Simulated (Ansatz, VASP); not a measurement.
# One calculation of Ni, two programs

```xyz
2
Lattice="0.0000 2.2570 2.2570 2.2570 0.0000 2.2570 2.2570 2.2570 0.0000" Properties=species:S:1:pos:R:3 pbc="T T T"
Ni    0.0000    0.0000    0.0000
Ni    2.2570    2.2570    2.2570
```

Alike in both runs: functional LDA; k mesh 12 × 12 × 12; occupations fermi-dirac, width 0.05 eV; collinear spin.

Ansatz relaxed the structure, and its values are those at the end. VASP's run is a single point on that final structure, the one shown.

|  | VASP | Ansatz |
| --- | --- | --- |
| version | VASP 6.6.1 | Ansatz 0.2.0 |
| potentials or method | VASP PAW LDA potentials, release 64 (Ni), cutoff 520 eV | plane waves (420 eV) with PAW, scalar-relativistic |
| valence electrons in the cell | 20 | 36 |

|  | VASP | Ansatz | Ansatz less VASP |
| --- | --- | --- | --- |
| pressure (GPa) | -0.2 | 0.0 | +0.18 |
| net moment per atom (μB) | 0.00 | 0.00 | 0.000 |

Ansatz warns that its potentials were made for another functional, while VASP's fit it. LDA's correlation is that of Perdew and Zunger in VASP and of Perdew and Wang (1992) in Ansatz. VASP's potentials hold 20 valence electrons a cell and Ansatz's 36, so a difference there can come from the potentials and not from the codes. Ansatz's warnings: seeded moment not kept.
